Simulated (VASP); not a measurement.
# Ti (P6_3/mmc) in VASP: a series of runs

The runs below take Ti through single point, with PBEsol.

Everything below comes from runs of VASP 6.6.1. Logs are shortened: lines on timing, memory, paths and dates and some standing lists are left out, and cuts for length are marked.

## Step 1: The cell of the first run

It takes space group P6_3/mmc (No. 194, hexagonal). Conventional cell: a = 2.950 Å, b = 2.950 Å, c = 4.733 Å, α = 90.00°, β = 90.00°, γ = 120.00°. Within 3.8 Å of Ti (site symmetry -6m2) lie 12 Ti at 2.92 to 2.95 Å.

## Step 2: Single point, PBEsol (strain +0.0100 x Voigt [0, 0, 1, 0, 0, 0])

Input file INCAR:

```
SYSTEM = Ti
PREC = Accurate
ENCUT = 520
EDIFF = 1E-6
ISMEAR = 0
SIGMA = 0.15
LREAL = .FALSE.
LASPH = .TRUE.
NELM = 100
ALGO = Fast
ISIF = 2
LWAVE = .FALSE.
LCHARG = .TRUE.
GGA = PS
LELF = .TRUE.
LVHAR = .TRUE.
NBANDS = 19
```

Input file KPOINTS:

```
Automatic mesh
0
G
  18 18 10
  0 0 0
```

Input file POSCAR:

```
Ti
1.0
    2.9499978604      0.0000000000      0.0000000000
   -1.4749989302      2.5547730882      0.0000000000
    0.0000000000      0.0000000000      4.7328600000
Ti
2
Direct
    0.3333333333      0.6666666667      0.2500000000
    0.6666666667      0.3333333333      0.7500000000
```

Potentials or basis: VASP PAW PBE potentials, release 64 (Ti_sv).

Launch:

```
$ cat potpaw_PBE.64/Ti_sv/POTCAR > POTCAR
$ mpirun -np 1 vasp_std > vasp.out
```

OUTCAR:

```text
SYSTEM = Ti
   PREC = Accurate
   ENCUT = 520
   EDIFF = 1E-6
   ISMEAR = 0
   LREAL = .FALSE.
   LASPH = .TRUE.
   NELM = 100
   ISIF = 2
   GGA = PS

 ion  position               nearest neighbor table
   1  0.333  0.667  0.250-   2 2.92   2 2.92   2 2.92   2 2.92   2 2.92   2 2.92
   2  0.667  0.333  0.750-   1 2.92   1 2.92   1 2.92   1 2.92   1 2.92   1 2.92

  LATTYP: Found a hexagonal cell.
 ALAT       =     2.9499978604
 C/A-ratio  =     1.6043604857

  Lattice vectors:

 A1 = (   2.9499978604,   0.0000000000,   0.0000000000)
 A2 = (  -1.4749989302,   2.5547730882,   0.0000000000)
 A3 = (   0.0000000000,   0.0000000000,   4.7328600000)

Analysis of symmetry for initial positions (statically):
=====================================================================
 Subroutine PRICEL returns:
 Original cell was already a primitive cell.

 Routine SETGRP: Setting up the symmetry group for a
 hexagonal supercell.

 Subroutine GETGRP returns: Found 24 space group operations
 (whereof 12 operations were pure point group operations)
 out of a pool of 24 trial point group operations.

The static configuration has the point symmetry D_3d.
 The point group associated with its full space group is D_6h.

Analysis of symmetry for dynamics (positions and initial velocities):
=====================================================================
 Subroutine PRICEL returns:
 Original cell was already a primitive cell.

 Routine SETGRP: Setting up the symmetry group for a
 hexagonal supercell.

 Subroutine GETGRP returns: Found 24 space group operations
 (whereof 12 operations were pure point group operations)
 out of a pool of 24 trial point group operations.

The dynamic configuration has the point symmetry D_3d.
 The point group associated with its full space group is D_6h.

 Subroutine INISYM returns: Found 24 space group operations
 (whereof 12 operations are pure point group operations),
 and found     1 'primitive' translations

----------------------------------------------------------------------------------------

                                     Primitive cell

  volume of cell :      35.6696

  direct lattice vectors                    reciprocal lattice vectors
     2.949997860  0.000000000  0.000000000     0.338983297  0.195712098  0.000000000
    -1.474998930  2.554773088  0.000000000     0.000000000  0.391424195  0.000000000
     0.000000000  0.000000000  4.732860000     0.000000000  0.000000000  0.211288735

  length of vectors
     2.949997860  2.949997860  4.732860000     0.391424195  0.391424195  0.211288735

  position of ions in fractional coordinates (direct lattice)
     0.333333333  0.666666667  0.250000000
     0.666666667  0.333333333  0.750000000

  ion indices of the primitive-cell ions
   primitive index   ion index
                 1           1
                 2           2

----------------------------------------------------------------------------------------

 KPOINTS: Automatic mesh

Automatic generation of k-mesh.
 Grid dimensions read from file:
 generate k-points for:   18   18   10

 Generating k-lattice:

  Cartesian coordinates                     Fractional coordinates (reciprocal lattice)
     0.018832405  0.010872894  0.000000000     0.055555556  0.000000000  0.000000000
     0.000000000  0.021745789  0.000000000     0.000000000  0.055555556  0.000000000
     0.000000000  0.000000000  0.021128873     0.000000000  0.000000000  0.100000000

  Length of vectors
     0.021745789  0.021745789  0.021128873

  Shift w.r.t. Gamma in fractional coordinates (k-lattice)
     0.000000000  0.000000000  0.000000000

 Subroutine IBZKPT returns following result:
 ===========================================

 Found    222 irreducible k-points:

 Following reciprocal coordinates:
            Coordinates               Weight
  0.000000  0.000000  0.000000      1.000000
  0.055556 -0.000000  0.000000      6.000000
  0.111111 -0.000000  0.000000      6.000000
  0.166667 -0.000000  0.000000      6.000000
  0.222222 -0.000000  0.000000      6.000000
  0.277778 -0.000000  0.000000      6.000000
[... 16 lines left out ...]
  0.333333  0.111111  0.000000     12.000000
  0.388889  0.111111  0.000000     12.000000
 [... further k-points ...]
   k-points           NKPTS =    222   k-points in BZ     NKDIM =    222   number of bands    NBANDS=     19
   number of dos      NEDOS =    301   number of ions     NIONS =      2
   total plane-waves  NPLWV =  20736
   dimension x,y,z NGX =    24 NGY =   24 NGZ =   36
   dimension x,y,z NGXF=    48 NGYF=   48 NGZF=   72
   ions per type =               2
   NGX,Y,Z   is equivalent  to a cutoff of  13.53, 13.53, 12.65 a.u.
   NGXF,Y,Z  is equivalent  to a cutoff of  27.05, 27.05, 25.29 a.u.
 SYSTEM =  Ti
   PREC   = accura    normal or accurate (medium, high low for compatibility)
   ISTART =      0    job   : 0-new  1-cont  2-samecut
   ICHARG =      2    charge: 1-file 2-atom 10-const
   ISPIN  =      1    spin polarized calculation?
   LNONCOLLINEAR =      F non collinear calculations
   LSORBIT =      F    spin-orbit coupling
   LASPH  =      T    aspherical Exc in radial PAW
   ENCUT  =  520.0 eV  38.22 Ry    6.18 a.u.   5.49  5.49  8.80*2*pi/ulx,y,z
   NELM   =    100;   NELMIN=  2; NELMDL= -5     # of ELM steps
   EDIFF  = 0.1E-05   stopping-criterion for ELM
   LREAL  =      F    real-space projection
   EDIFFG = 0.1E-04   stopping-criterion for IOM
   NSW    =      0    number of steps for IOM
   IBRION =     -1    ionic relax: 0-MD 1-quasi-New 2-CG
   NFREE  =      0    steps in history (QN), initial steepest desc. (CG)
   ISIF   =      2    stress and relaxation
   ISYM   =      2    0-nonsym 1-usesym 2-fastsym
   POTIM  = 0.5000    time-step for ionic-motion
   TEBEG  =    0.0;   TEEND  =   0.0 temperature during run
   PSTRESS=    0.0 pullay stress
   NELECT =      24.0000    total number of electrons
   NUPDOWN=      -1.0000    fix difference up-down
   EMIN   =  10.00;   EMAX   =-10.00  energy-range for DOS
   EFERMI =   0.00;   METHOD = LEGACY
   ISMEAR =     0;   SIGMA  =   0.15  broadening in eV -4-tet -1-fermi 0-gaus
   EFERMI_NEDOS =   21; number of points for ismear=-14 and -15
   IALGO  =     68    algorithm
   IMIX   =      4    mixing-type and parameters
     AMIX     =   0.40;   BMIX     =  1.00
     AMIX_MAG =   1.60;   BMIX_MAG =  1.00
  volume/ion in A,a.u.               =      17.83       120.36
  Fermi-wavevector in a.u.,A,eV,Ry     =   1.434540  2.710888 27.999500  2.057905
  Thomas-Fermi vector in A             =   2.553937
   LORBIT       =      0    0 simple, 1 ext, 2 COOP (PROOUT), +10 PAW based schemes
   GGA     = PS    functional components
   LHFCALC =     F    Hartree Fock is set to
   AEXX    =    0.0000 exact exchange contribution
   IVDW    =     0    specifies the selected vdW correction
   LEPSILON=     F    determine dielectric tensor
   LRPA    =     F    only Hartree local field effects (RPA)
 non-spin polarized calculation
 RMM-DIIS sequential band-by-band and
 Gauss-broadening in eV      SIGMA  =   0.15
  energy-cutoff  :      520.00
  volume of cell :       35.67
 maximum number of plane-waves:       996
 NGX is ok and might be reduce to    24
   NGX = 11   NGY = 11   NGZ = 17

 number of electron      23.9999997 magnetization

 Free energy of the ion-electron system (eV)
  ---------------------------------------------------
  ext. energy  EPLUGINS =         0.00000000
  ---------------------------------------------------
  free energy    TOTEN  =       -16.63637013 eV

  energy without entropy =      -16.61179799  energy(sigma->0) =      -16.62408406

 E-fermi :   7.9264     XC(G=0): -11.5092

 val. band max:        7.9248317459   @ k =   0.1111   0.1111   0.3000
 cond. band min:       7.9299717457   @ k =   0.1667  -0.0000   0.4000
 fundamental gap:      0.0051399998
 Fermi energy:         7.9263902261

 k-point     1 :       0.0000    0.0000    0.0000
  band No.  band energies     occupation
      1     -48.7370      2.00000
      2     -48.6176      2.00000
      3     -25.3906      2.00000
      4     -24.7905      2.00000
      5     -24.7905      2.00000
      6     -24.7485      2.00000
[... 11 lines left out ...]
     18       9.5639      0.00000
     19      10.9935      0.00000

 k-point     2 :       0.0556   -0.0000    0.0000
  band No.  band energies     occupation
      1     -48.7342      2.00000
      2     -48.6164      2.00000
      3     -25.3843      2.00000
      4     -24.8041      2.00000
      5     -24.7950      2.00000
      6     -24.7509      2.00000
[... 11 lines left out ...]
     18       9.5163      0.00000
     19      11.0185      0.00000

 k-point     3 :       0.1111   -0.0000    0.0000
  band No.  band energies     occupation
      1     -48.7259      2.00000
      2     -48.6128      2.00000
      3     -25.3658      2.00000
      4     -24.8431      2.00000
      5     -24.8075      2.00000
      6     -24.7584      2.00000
[... 11 lines left out ...]
     18       9.3891      0.00000
     19      11.0798      0.00000

 k-point     4 :       0.1667   -0.0000    0.0000
  band No.  band energies     occupation
      1     -48.7129      2.00000
      2     -48.6076      2.00000
      3     -25.3363      2.00000
      4     -24.9032      2.00000
      5     -24.8263      2.00000
      6     -24.8172      2.00000
[... 407 lines left out ...]
     18      11.1095      0.00000
     19      11.2474      0.00000

 k-point    23 :       0.3333    0.1111    0.0000
  band No.  band energies     occupation
      1     -48.6397      2.00000
      2     -48.5890      2.00000
      3     -25.1807      2.00000
      4     -25.1462      2.00000
      5     -25.0882      2.00000
      6     -24.9318      2.00000
[... 11 lines left out ...]
     18      11.2632      0.00000
     19      11.5823      0.00000

 k-point    24 :       0.3889    0.1111    0.0000
  band No.  band energies     occupation
      1     -48.6283      2.00000
      2     -48.5892      2.00000
      3     -25.2177      2.00000
      4     -25.1139      2.00000
      5     -25.1097      2.00000
      6     -24.9489      2.00000
[... 11 lines left out ...]
     18      11.2716      0.00000
     19      12.0580      0.00000

 [... further k-points ...]

------------------------ aborting loop because EDIFF is reached ----------------------------------------

  FORCE on cell =-STRESS in cart. coord.  units (eV):
  Direction    XX          YY          ZZ          XY          YZ          ZX
  --------------------------------------------------------------------------------------
  -------------------------------------------------------------------------------------
  Total       -1.4798188     -1.4798188     -1.8302776      0.0000000     -0.0000000     -0.0000000
  in kB      -66.4693518    -66.4693518    -82.2109877      0.0000000     -0.0000000     -0.0000000
  external PRESSURE =     -71.7165638 kB  Pullay stress =       0.0000000 kB

 VOLUME and BASIS-vectors are now :
 -----------------------------------------------------------------------------
  energy-cutoff  :      520.00
  volume of cell :       35.67
      direct lattice vectors                 reciprocal lattice vectors
     2.949997860  0.000000000  0.000000000     0.338983297  0.195712098  0.000000000
    -1.474998930  2.554773088  0.000000000     0.000000000  0.391424195  0.000000000
     0.000000000  0.000000000  4.732860000     0.000000000  0.000000000  0.211288735

 POSITION                                       TOTAL-FORCE (eV/Angst)
 -----------------------------------------------------------------------------------
     -0.00000      1.70318      1.18321         0.000000      0.000000      0.000000
      1.47500      0.85159      3.54964        -0.000000      0.000000      0.000000
 -----------------------------------------------------------------------------------
    total drift:                               -0.000000      0.000000     -0.000000

  FREE ENERGIE OF THE ION-ELECTRON SYSTEM (eV)
  ---------------------------------------------------
  free  energy   TOTEN  =       -16.6363701260 eV

  energy  without entropy=      -16.6117979856  energy(sigma->0) =      -16.62408406
```

It took 9.4 min on 1 thread of Intel Xeon 8259CL, shared host; peak memory 0.25 GiB.

What came out:

* Free energy: -16.6364 eV
* Pressure: -7.2 GPa
* Band gap on the k mesh: zero (bands 12 and 13 overlap by 1.10 eV)

Levels at points of the mesh, in eV from the Fermi level:
```
           k point  band 8  band 9  band 10  band 11  band 12  band 13  band 14  band 15  band 16  band 17
(0.00, 0.00, 0.00)  -32.63   -6.14    -2.63     0.61     0.78     0.78     0.80     1.24     1.24     1.64
(0.50, 0.00, 0.00)  -32.70   -2.30    -2.08    -1.79    -0.59     0.53     0.56     1.10     3.29     3.44
(0.00, 0.00, 0.50)  -32.67   -4.35    -4.35     0.05     0.05     0.70     0.70     0.70     0.70     2.72
(0.50, 0.00, 0.50)  -32.78   -2.48    -2.48    -0.80    -0.80     1.28     1.28     1.72     1.72     3.42
```

Caveat: the cell differs from its parent crystal (strain +0.0100 x Voigt [0, 0, 1, 0, 0, 0]); the cell stands under tension; the PAW data sets were made with another functional, which shifts forces and pressure a little.

## Step 3: Single point, PBEsol (strain +0.0200 x Voigt [0, 0, 1, 0, 0, 0])

Input file INCAR:

```
SYSTEM = Ti
PREC     = Accurate       ! precision mode
ENCUT    = 520            ! plane-wave cutoff, eV
EDIFF    = 1E-6           ! SCF threshold, eV
ISMEAR   = 0              ! smearing method
SIGMA    = 0.15           ! smearing width, eV
LREAL    = .False.        ! projectors in reciprocal space
LASPH    = .True.         ! aspherical terms in the spheres
NELM     = 60             ! most SCF steps
ALGO     = Fast           ! electronic algorithm
ISIF     = 2              ! what is computed and relaxed
LWAVE    = .False.        ! write WAVECAR
LCHARG   = .True.         ! write CHGCAR
GGA      = PS             ! functional
LELF     = .True.         ! ELF
LVHAR    = .True.       
NBANDS   = 19             ! bands
```

Input file KPOINTS:

```
Automatic mesh
0
Gamma
  18 18 10
  0 0 0
```

POSCAR, as its differences from that of step 2:

```diff
@@ -4,3 +4,3 @@
    -1.4749989302      2.5547730882      0.0000000000
-    0.0000000000      0.0000000000      4.7328600000
+    0.0000000000      0.0000000000      4.7797200000
 Ti
```

Potentials or basis: VASP PAW PBE potentials, release 64 (Ti_sv).

Launch:

```
$ cat potpaw_PBE.64/Ti_sv/POTCAR > POTCAR
$ mpirun -np 1 vasp_std > vasp.out
```

OUTCAR:

```text
SYSTEM = Ti
   PREC = Accurate
   ENCUT = 520
   EDIFF = 1E-6
   ISMEAR = 0
   LREAL = .False.
   LASPH = .True.
   NELM = 60
   ISIF = 2
   GGA = PS

 ion  position               nearest neighbor table
   1  0.333  0.667  0.250-
   2  0.667  0.333  0.750-

  LATTYP: Found a hexagonal cell.
 ALAT       =     2.9499978604
 C/A-ratio  =     1.6202452429

  Lattice vectors:

 A1 = (   2.9499978604,   0.0000000000,   0.0000000000)
[... 717 lines left out ...]

------------------------ aborting loop because EDIFF is reached ----------------------------------------

  FORCE on cell =-STRESS in cart. coord.  units (eV):
  Direction    XX          YY          ZZ          XY          YZ          ZX
  --------------------------------------------------------------------------------------
  -------------------------------------------------------------------------------------
  Total       -1.5915960     -1.5915960     -2.1565862      0.0000000     -0.0000000      0.0000000
  in kB      -70.7891900    -70.7891900    -95.9181757      0.0000000     -0.0000000      0.0000000
  external PRESSURE =     -79.1655186 kB  Pullay stress =       0.0000000 kB

 VOLUME and BASIS-vectors are now :
 -----------------------------------------------------------------------------
  energy-cutoff  :      520.00
  volume of cell :       36.02
      direct lattice vectors                 reciprocal lattice vectors
     2.949997860  0.000000000  0.000000000     0.338983297  0.195712098  0.000000000
    -1.474998930  2.554773088  0.000000000     0.000000000  0.391424195  0.000000000
     0.000000000  0.000000000  4.779720000     0.000000000  0.000000000  0.209217276

 POSITION                                       TOTAL-FORCE (eV/Angst)
 -----------------------------------------------------------------------------------
     -0.00000      1.70318      1.19493         0.000000     -0.000000      0.000000
      1.47500      0.85159      3.58479        -0.000000      0.000000      0.000000
 -----------------------------------------------------------------------------------
    total drift:                               -0.000000      0.000000     -0.000000

  FREE ENERGIE OF THE ION-ELECTRON SYSTEM (eV)
  ---------------------------------------------------
  free  energy   TOTEN  =       -16.6170208853 eV

  energy  without entropy=      -16.5919849089  energy(sigma->0) =      -16.60450290
```

Run time: 9.2 min. Hardware: 1 thread of Intel Xeon 8259CL, shared host; peak memory 0.25 GiB.

Results:

```yaml
Free_energy: -16.6170 eV
Pressure: -7.9 GPa
Band_gap_on_the_k_mesh: zero (bands 12 and 13 overlap by 1.06 eV)
```

Stress tensor (GPa, compression positive):
```
-7.08  0.00  0.00
 0.00 -7.08  0.00
 0.00  0.00 -9.59
```

Caveat: the cell differs from its parent crystal (strain +0.0200 x Voigt [0, 0, 1, 0, 0, 0]); the cell stands under tension; the PAW data sets were made with another functional, which shifts forces and pressure a little.

[end of part 1 of 2]
